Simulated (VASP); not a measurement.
# Sb2Se3 (P-3m1) in VASP: a series of runs

Sb2Se3 is run at these levels: PBE; tasks: relaxation of cell and atoms, single point.

Program: VASP 6.6.1. These are calculated values, not measurements. Logs are shortened: lines on timing, memory, paths and dates and some standing lists are left out, and cuts for length are marked.

### Step 1. The cell of the first run

It takes space group P-3m1 (No. 164, trigonal). The conventional cell has a = 4.562 Å, b = 4.562 Å, c = 7.175 Å, α = 90.00°, β = 90.00°, γ = 120.00°. Sb (site symmetry 3m) has 7 Se at 2.74 to 3.18 Å within 3.6 Å. Se (site symmetry 3m) has 4 Sb at 2.74 to 2.85 Å and 6 Se at 3.36 to 3.66 Å within 3.7 Å. Within 4.2 Å of Se (site symmetry -3m) lie 6 Sb at 3.18 Å and 6 Se at 3.66 Å.

The cell was generated, and may not be a known phase.

### Step 2. Relaxation of cell and atoms, PBE

Contents of INCAR:

```
SYSTEM = Sb2Se3
PREC     = Accurate       ! precision mode
ENCUT    = 500            ! plane-wave cutoff, eV
EDIFF    = 1E-7           ! SCF threshold, eV
ISMEAR   = 0              ! smearing method
SIGMA    = 0.15           ! smearing width, eV
LREAL    = .False.        ! projectors in reciprocal space
LASPH    = .True.         ! aspherical terms in the spheres
NELM     = 120            ! most SCF steps
ALGO     = Normal         ! electronic algorithm
ISIF     = 3              ! what is computed and relaxed
LWAVE    = .False.        ! write WAVECAR
LCHARG   = .False.        ! write CHGCAR
GGA      = PE             ! functional
IBRION   = 2              ! ionic algorithm
NSW      = 36             ! ionic steps
EDIFFG   = -0.08          ! ionic threshold
GGA_COMPAT= .False.      
NELMIN   = 4
```

Contents of KPOINTS:

```
Automatic mesh
0
Gamma
  3 3 2
  0 0 0
```

Contents of POSCAR:

```
Sb2Se3
1.0
    4.5623145000      0.0000000000      0.0000000000
   -2.2811572500      3.9510802500      0.0000000000
    0.0000000000      0.0000000000      7.1745656300
Sb Se
2 3
Direct
    0.6666666700      0.3333333300      0.7515948400
    0.3333333300      0.6666666700      0.2484051600
    0.6666666700      0.3333333300      0.3545858900
    0.3333333300      0.6666666700      0.6454141100
    0.0000000000      0.0000000000      0.0000000000
```

Potentials or basis: VASP PAW PBE potentials, release 64 (Sb, Se).

Command:

```sh
$ cat potpaw_PBE.64/Sb/POTCAR potpaw_PBE.64/Se/POTCAR > POTCAR
$ mpirun -np 1 vasp_std > vasp.out
```

OUTCAR:

```text
SYSTEM = Sb2Se3
   PREC = Accurate
   ENCUT = 500
   EDIFF = 1E-7
   ISMEAR = 0
   LREAL = .False.
   LASPH = .True.
   NELM = 120
   ISIF = 3
   GGA = PE
   IBRION = 2
   NSW = 36
   EDIFFG = -0.08
   NELMIN = 4

 ion  position               nearest neighbor table
   1  0.667  0.333  0.752-   4 2.74   4 2.74   4 2.74   3 2.85   5 3.18   5 3.18   5 3.18
   2  0.333  0.667  0.248-   3 2.74   3 2.74   3 2.74   4 2.85   5 3.18   5 3.18   5 3.18
   3  0.667  0.333  0.355-   2 2.74   2 2.74   2 2.74   1 2.85
   4  0.333  0.667  0.645-   1 2.74   1 2.74   1 2.74   2 2.85
   5  0.000  0.000  0.000-   1 3.18   2 3.18   2 3.18   1 3.18   1 3.18   2 3.18

  LATTYP: Found a hexagonal cell.
 ALAT       =     4.5623145000
 C/A-ratio  =     1.5725714722

  Lattice vectors:

 A1 = (   4.5623145000,   0.0000000000,   0.0000000000)
 A2 = (  -2.2811572500,   3.9510802500,   0.0000000000)
 A3 = (   0.0000000000,   0.0000000000,   7.1745656300)

Analysis of symmetry for initial positions (statically):
=====================================================================
 Subroutine PRICEL returns:
 Original cell was already a primitive cell.

 Routine SETGRP: Setting up the symmetry group for a
 hexagonal supercell.

 Subroutine GETGRP returns: Found 12 space group operations
 (whereof 12 operations were pure point group operations)
 out of a pool of 24 trial point group operations.

The static configuration has the point symmetry D_3d.

Analysis of symmetry for dynamics (positions and initial velocities):
=====================================================================
 Subroutine PRICEL returns:
 Original cell was already a primitive cell.

 Routine SETGRP: Setting up the symmetry group for a
 hexagonal supercell.

 Subroutine GETGRP returns: Found 12 space group operations
 (whereof 12 operations were pure point group operations)
 out of a pool of 24 trial point group operations.

The dynamic configuration has the point symmetry D_3d.

 Subroutine INISYM returns: Found 12 space group operations
 (whereof 12 operations are pure point group operations),
 and found     1 'primitive' translations

----------------------------------------------------------------------------------------

                                     Primitive cell

  volume of cell :     129.3292

  direct lattice vectors                    reciprocal lattice vectors
     4.562314500  0.000000000  0.000000000     0.219186994  0.126547670  0.000000000
    -2.281157250  3.951080250  0.000000000     0.000000000  0.253095340  0.000000000
     0.000000000  0.000000000  7.174565630     0.000000000  0.000000000  0.139381260

  length of vectors
     4.562314500  4.562314494  7.174565630     0.253095340  0.253095340  0.139381260

  position of ions in fractional coordinates (direct lattice)
     0.666666670  0.333333330  0.751594840
     0.333333330  0.666666670  0.248405160
     0.666666670  0.333333330  0.354585890
     0.333333330  0.666666670  0.645414110
     0.000000000  0.000000000  0.000000000

  ion indices of the primitive-cell ions
   primitive index   ion index
                 1           1
                 2           2
                 3           3
                 4           4
                 5           5

----------------------------------------------------------------------------------------

 KPOINTS: Automatic mesh

Automatic generation of k-mesh.
 Grid dimensions read from file:
 generate k-points for:    3    3    2

 Generating k-lattice:

  Cartesian coordinates                     Fractional coordinates (reciprocal lattice)
     0.073062331  0.042182557  0.000000000     0.333333333  0.000000000  0.000000000
     0.000000000  0.084365113  0.000000000     0.000000000  0.333333333  0.000000000
     0.000000000  0.000000000  0.069690630     0.000000000  0.000000000  0.500000000

  Length of vectors
     0.084365113  0.084365113  0.069690630

  Shift w.r.t. Gamma in fractional coordinates (k-lattice)
     0.000000000  0.000000000  0.000000000

 Subroutine IBZKPT returns following result:
 ===========================================

 Found      6 irreducible k-points:

 Following reciprocal coordinates:
            Coordinates               Weight
  0.000000  0.000000  0.000000      1.000000
  0.333333  0.000000  0.000000      6.000000
  0.333333  0.333333  0.000000      2.000000
  0.000000  0.000000  0.500000      1.000000
  0.333333  0.000000  0.500000      6.000000
  0.333333  0.333333  0.500000      2.000000
   k-points           NKPTS =      6   k-points in BZ     NKDIM =      6   number of bands    NBANDS=     18
   number of dos      NEDOS =    301   number of ions     NIONS =      5
   total plane-waves  NPLWV =  69984
   dimension x,y,z NGX =    36 NGY =   36 NGZ =   54
   dimension x,y,z NGXF=    72 NGYF=   72 NGZF=  108
   ions per type =               2   3
   NGX,Y,Z   is equivalent  to a cutoff of  13.12, 13.12, 12.51 a.u.
   NGXF,Y,Z  is equivalent  to a cutoff of  26.24, 26.24, 25.03 a.u.
 SYSTEM =  Sb2Se3
   PREC   = accura    normal or accurate (medium, high low for compatibility)
   ISTART =      0    job   : 0-new  1-cont  2-samecut
   ICHARG =      2    charge: 1-file 2-atom 10-const
   ISPIN  =      1    spin polarized calculation?
   LNONCOLLINEAR =      F non collinear calculations
   LSORBIT =      F    spin-orbit coupling
   LASPH  =      T    aspherical Exc in radial PAW
   ENCUT  =  500.0 eV  36.75 Ry    6.06 a.u.   8.32  8.32 13.08*2*pi/ulx,y,z
   NELM   =    120;   NELMIN=  4; NELMDL= -5     # of ELM steps
   EDIFF  = 0.1E-06   stopping-criterion for ELM
   LREAL  =      F    real-space projection
   EDIFFG = -.8E-01   stopping-criterion for IOM
   NSW    =     36    number of steps for IOM
   IBRION =      2    ionic relax: 0-MD 1-quasi-New 2-CG
   NFREE  =      1    steps in history (QN), initial steepest desc. (CG)
   ISIF   =      3    stress and relaxation
   ISYM   =      2    0-nonsym 1-usesym 2-fastsym
   POTIM  = 0.5000    time-step for ionic-motion
   TEBEG  =    0.0;   TEEND  =   0.0 temperature during run
   PSTRESS=    0.0 pullay stress
   NELECT =      28.0000    total number of electrons
   NUPDOWN=      -1.0000    fix difference up-down
   EMIN   =  10.00;   EMAX   =-10.00  energy-range for DOS
   EFERMI =   0.00;   METHOD = LEGACY
   ISMEAR =     0;   SIGMA  =   0.15  broadening in eV -4-tet -1-fermi 0-gaus
   EFERMI_NEDOS =   21; number of points for ismear=-14 and -15
   IALGO  =     38    algorithm
   IMIX   =      4    mixing-type and parameters
     AMIX     =   0.40;   BMIX     =  1.00
     AMIX_MAG =   1.60;   BMIX_MAG =  1.00
  volume/ion in A,a.u.               =      25.87       174.55
  Fermi-wavevector in a.u.,A,eV,Ry     =   0.983019  1.857637 13.147670  0.966327
  Thomas-Fermi vector in A             =   2.114145
   LORBIT       =      0    0 simple, 1 ext, 2 COOP (PROOUT), +10 PAW based schemes
   GGA     = PE    functional components
   LHFCALC =     F    Hartree Fock is set to
   AEXX    =    0.0000 exact exchange contribution
   IVDW    =     0    specifies the selected vdW correction
   LEPSILON=     F    determine dielectric tensor
   LRPA    =     F    only Hartree local field effects (RPA)
 conjugate gradient relaxation of ions
 non-spin polarized calculation
 Gauss-broadening in eV      SIGMA  =   0.15
  energy-cutoff  :      500.00
  volume of cell :      129.33
 maximum number of plane-waves:      3321
 NGX is ok and might be reduce to    36
   NGX = 17   NGY = 17   NGZ = 27

--------------------------------------- Ionic step        1  -------------------------------------------

 number of electron      28.0000002 magnetization

 Free energy of the ion-electron system (eV)
  ---------------------------------------------------
  ext. energy  EPLUGINS =         0.00000000
  ---------------------------------------------------
  free energy    TOTEN  =       -18.71411621 eV

  energy without entropy =      -18.70150540  energy(sigma->0) =      -18.70781080

------------------------ aborting loop because EDIFF is reached ----------------------------------------

  FORCE on cell =-STRESS in cart. coord.  units (eV):
  Direction    XX          YY          ZZ          XY          YZ          ZX
  --------------------------------------------------------------------------------------
  -------------------------------------------------------------------------------------
  Total        4.7398048      4.7398048      4.1426546     -0.0000000     -0.0000000     -0.0000000
  in kB       58.7184197     58.7184195     51.3207061     -0.0000000     -0.0000000     -0.0000000
  external PRESSURE =      56.2525151 kB  Pullay stress =       0.0000000 kB
[... 98 lines left out ...]
  FREE ENERGIE OF THE ION-ELECTRON SYSTEM (eV)
  ---------------------------------------------------
  free  energy   TOTEN  =       -18.9483012190 eV

  energy  without entropy=      -18.9464016631  energy(sigma->0) =      -18.94735144

 E-fermi :   5.2638     XC(G=0):  -9.4710

 val. band max:        5.2032708358   @ k =   0.0000   0.0000   0.0000
 cond. band min:       5.7243800290   @ k =   0.0000   0.0000   0.0000
 fundamental gap:      0.5211091932
 Fermi energy:         5.2637577100

 k-point     1 :       0.0000    0.0000    0.0000
  band No.  band energies     occupation
      1      -9.3947      2.00000
      2      -8.0247      2.00000
      3      -7.7590      2.00000
      4      -3.4811      2.00000
      5      -2.2899      2.00000
      6       2.3135      2.00000
[... 10 lines left out ...]
     17       5.7244      0.00001
     18       7.3635      0.00000
[... 88 lines left out ...]
      2      -7.2742      2.00000
      3      -7.2742      2.00000
      4      -4.4109      2.00000
      5      -4.4109      2.00000
      6      -0.1468      2.00000
[... 10 lines left out ...]
     17       7.6400      0.00000
     18       9.0428      0.00000

[... ionic steps 4 to 29 ...]

--------------------------------------- Ionic step       30  -------------------------------------------

 number of electron      28.0000002 magnetization

------------------------ aborting loop because EDIFF is reached ----------------------------------------

  FORCE on cell =-STRESS in cart. coord.  units (eV):
  Direction    XX          YY          ZZ          XY          YZ          ZX
  --------------------------------------------------------------------------------------
  -------------------------------------------------------------------------------------
  Total        0.0400792      0.0400792     -0.0650085      0.0000000     -0.0000000     -0.0000000
  in kB        0.4335818      0.4335818     -0.7032698      0.0000000     -0.0000000     -0.0000000
  external PRESSURE =       0.0546313 kB  Pullay stress =       0.0000000 kB
[... 63 lines left out ...]
  energy  without entropy=      -20.1144136897  energy(sigma->0) =      -20.11605386

--------------------------------------- Ionic step       32  -------------------------------------------

 number of electron      28.0000002 magnetization

 Free energy of the ion-electron system (eV)
  ---------------------------------------------------
  ext. energy  EPLUGINS =         0.00000000
  ---------------------------------------------------
  free energy    TOTEN  =       -20.11858846 eV

  energy without entropy =      -20.11538752  energy(sigma->0) =      -20.11698799

 E-fermi :   3.9878     XC(G=0):  -8.8811

 val. band max:        3.8070726573   @ k =   0.0000   0.0000   0.0000
 cond. band min:       4.1527869085   @ k =   0.0000   0.0000   0.0000
 fundamental gap:      0.3457142512
 Fermi energy:         3.9877749201

 k-point     1 :       0.0000    0.0000    0.0000
  band No.  band energies     occupation
      1     -10.0324      2.00000
      2      -9.5153      2.00000
      3      -8.7180      2.00000
      4      -4.4859      2.00000
      5      -3.2806      2.00000
      6       2.0105      2.00000
[... 10 lines left out ...]
     17       5.3123      0.00000
     18       6.0466      0.00000
[... 135 lines left out ...]
  FREE ENERGIE OF THE ION-ELECTRON SYSTEM (eV)
  ---------------------------------------------------
  free  energy   TOTEN  =       -20.1185884622 eV

  energy  without entropy=      -20.1153875200  energy(sigma->0) =      -20.11698799

 reached required accuracy - stopping structural energy minimisation
```

It took 6.3 min on 1 thread of Intel Xeon Platinum 8559C (Emerald Rapids), shared host; peak memory 0.26 GiB.

Results:

* Free energy: -20.1186 eV
* Relaxed volume: 29.65 Å³/atom
* Relaxed cell: a = 4.106 Å, b = 4.106 Å, c = 10.154 Å, α = 90.00°, β = 90.00°, γ = 120.00°
* Space group after relaxing (to 0.1 Å): P-3m1 (No. 164)
* Energy gained by relaxing: 280.9 meV/atom
* Ionic steps: 32
* Pressure after relaxing: -0.1 GPa
* Largest force after relaxing: 0.049 eV/Å
* Band gap on the k mesh: 0.35 eV

Forces in eV/Å, atoms in the order of the input:
```
Sb   0.000  0.000  0.049
Sb   0.000  0.000 -0.049
Se   0.000  0.000 -0.028
Se   0.000  0.000  0.028
Se   0.000  0.000  0.000
```

Step by step:
| step | energy change (eV) | largest force (eV/Å) | pressure (GPa) | volume (Å³) |
| --- | --- | --- | --- | --- |
| 1 | 0.0000 | 1.0793 | 5.63 | 129.33 |
| 2 | -0.1860 | 0.1621 | -2.63 | 147.08 |
| 3 | -0.2342 | 0.4199 | -0.45 | 141.13 |
| 4 | -0.2593 | 0.3736 | -0.37 | 140.39 |
| 5 | -0.3222 | 0.2572 | -0.14 | 138.18 |
| 6 | -0.3991 | 0.6296 | 0.62 | 133.76 |
| 7 | -0.4087 | 0.6442 | 0.64 | 133.62 |
| 8 | -0.4387 | 0.6841 | 0.68 | 133.19 |
| 9 | -0.5084 | 0.7773 | 0.82 | 132.29 |
| 10 | -0.5802 | 1.0778 | 1.49 | 130.40 |
| 11 | -0.6542 | 1.0875 | 1.36 | 130.83 |
| 12 | -0.7920 | 1.2024 | 1.20 | 131.88 |
| 13 | -0.6546 | 2.3438 | 1.32 | 132.92 |
| 14 | -0.7993 | 1.5395 | 1.22 | 132.33 |
| 15 | -0.9566 | 1.3053 | 0.61 | 134.01 |
| 16 | -1.2736 | 0.5360 | -0.60 | 138.96 |
| 17 | -1.1190 | 1.4401 | -0.49 | 148.43 |
| 18 | -1.3315 | 0.3714 | -0.72 | 142.46 |
| 19 | -1.3333 | 0.2760 | -0.70 | 141.96 |
| 20 | -1.3479 | 0.3180 | 0.03 | 140.56 |
| 21 | -1.3512 | 0.3490 | 0.56 | 139.58 |
| 22 | -1.3642 | 0.1856 | 0.29 | 140.28 |
| 23 | -1.3680 | 0.1936 | 0.06 | 140.89 |
| 24 | -1.3723 | 0.1818 | 0.02 | 141.29 |
| 25 | -1.3822 | 0.1491 | -0.09 | 142.52 |
| 26 | -1.3895 | 0.1145 | -0.26 | 144.98 |
| 27 | -1.3935 | 0.0622 | 0.09 | 144.76 |
| 28 | -1.3947 | 0.0427 | 0.41 | 144.56 |
| 29 | -1.3991 | 0.0343 | 0.29 | 145.54 |
| 30 | -1.4035 | 0.1153 | 0.01 | 148.10 |
| 31 | -1.4036 | 0.1065 | 0.03 | 147.88 |
| 32 | -1.4045 | 0.0492 | -0.09 | 148.27 |

Final structure:
```
CELL_PARAMETERS angstrom
4.10612 0.00000 0.00000
-2.05306 3.55600 0.00000
0.00000 0.00000 10.15448
ATOMIC_POSITIONS crystal
Sb 0.66667 0.33333 0.81381
Sb 0.33333 0.66667 0.18619
Se 0.66667 0.33333 0.33296
Se 0.33333 0.66667 0.66704
Se 0.00000 0.00000 0.00000
```

Caveat: the k points lie up to 0.59 Å⁻¹ apart in the final cell; semilocal functionals underestimate gaps, and a narrow one can read as zero; a cell axis changed by over 15 % at a fixed basis, so the end point is rough; spin-orbit coupling is left out, which moves the levels of the heavy elements; this functional lacks dispersion, which binds layers or chains, so the pressure and a relaxed spacing across them are unreliable; the relaxation stopped at a loose force limit of 0.08 eV/Å, so its end isn't a converged minimum. A k mesh can miss the band edges.

### Step 3. Single point, PBE

This run uses another cell than the first one, of 30.10 Å³/atom.

Contents of INCAR:

```
PREC = Accurate
ENCUT = 500
EDIFF = 1E-6
ISMEAR = 0
SIGMA = 0.1
LREAL = F
LASPH = T
NELM = 120
ALGO = Normal
ISIF = 2
LWAVE = F
LCHARG = F
GGA = PE
NBANDS = 22
GGA_COMPAT = F
```

Contents of KPOINTS:

```
Automatic mesh
0
Gamma
  6 6 2
```

Contents of POSCAR:

```
Sb2Se3
1.0
    4.0998154311      0.0000000000      0.0000000000
   -2.0499077156      3.5505443142      0.0000000000
    0.0000000000      0.0000000000     10.3376237926
Sb Se
2 3
Direct
    0.3333333333      0.6666666667      0.1825087916
    0.6666666667      0.3333333333      0.8174912084
    0.6666666667      0.3333333333      0.3274282148
    0.3333333333      0.6666666667      0.6725717852
    0.0000000000      0.0000000000      0.0000000000
```

Potentials or basis: VASP PAW PBE potentials, release 64 (Sb, Se).

Command:

```sh
$ cat potpaw_PBE.64/Sb/POTCAR potpaw_PBE.64/Se/POTCAR > POTCAR
$ mpirun -np 1 vasp_std > vasp.out
```

It took 33 s on 1 thread of Intel Xeon Platinum 8559C (Emerald Rapids), shared host; peak memory 0.25 GiB.

The run converged. Its results:

| Quantity | Value |
| --- | --- |
| Free energy | -20.0909 eV |
| Pressure | 0.2 GPa |
| Largest force | 0.329 eV/Å |
| Band gap on the k mesh | 0.35 eV (least direct gap 0.44 eV) |

Forces on the atoms (eV/Å):
```
Sb   0.000  0.000 -0.329
Sb   0.000  0.000  0.329
Se   0.000  0.000  0.293
Se   0.000  0.000 -0.293
Se   0.000  0.000  0.000
```

Stress tensor (GPa, compression positive):
```
-0.17  0.00  0.00
 0.00 -0.17  0.00
 0.00  0.00  0.88
```

Levels at points of the mesh, in eV from the valence-band top:
```
           k point  band 12  band 13  band 14  band 15  band 16  band 17
(0.00, 0.00, 0.00)    -1.17    -1.17    -0.10     0.35     1.50     1.50
(0.50, 0.00, 0.00)    -1.64    -1.33    -0.42     1.26     2.43     2.75
(0.00, 0.00, 0.50)    -1.19    -0.82    -0.48     0.45     1.50     1.50
(0.50, 0.00, 0.50)    -1.25    -1.25    -0.72     1.12     2.27     2.50
```

Caveat: semilocal functionals underestimate gaps, and a narrow one can read as zero; spin-orbit coupling is left out, which moves the levels of the heavy elements; this functional lacks dispersion, which binds layers or chains, so the pressure and a relaxed spacing across them are unreliable.
